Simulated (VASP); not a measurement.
The system is BaS.

```
Ba S
1.0
     0.00000    3.21443    3.21443
     3.21443    0.00000    3.21443
     3.21443    3.21443    0.00000
Ba S
1 1
Direct
  0.00000 0.00000 0.00000
  0.50000 0.50000 0.50000
```

* Program: VASP 6.6.1
* Task: relaxation of cell and atoms
* Functional: LDA
* Potentials or basis: VASP PAW LDA potentials, release 64 (Ba_sv, S)
* Cutoff: 600 eV
* k mesh: 6 × 6 × 6
* Occupations: fermi-dirac, width 0.02 eV
* Spin: no spin polarisation

At the start: pressure -2.6 GPa; volume 33.21 Å³/atom.

Problem. Where does the relaxation end?

Solution. Over 3 steps the energy falls by 16.3 meV/atom and the volume is 31.31 Å³/atom (-5.7 %); space group Fm-3m (No. 225, to 0.1 Å) before and after.

Step by step:
```csv
step,energy change (eV),largest force (eV/Å),pressure (GPa),volume (Å³)
1,0.0000,0.0000,-2.59,66.43
2,-0.0287,0.0000,1.05,61.39
3,-0.0326,0.0000,0.00,62.61
```

Final structure:
```xyz
2
Lattice="0.0000 3.1517 3.1517 3.1517 0.0000 3.1517 3.1517 3.1517 0.0000" Properties=species:S:1:pos:R:3 pbc="T T T"
Ba    0.0000    0.0000    0.0000
S     3.1517    3.1517    3.1517
```
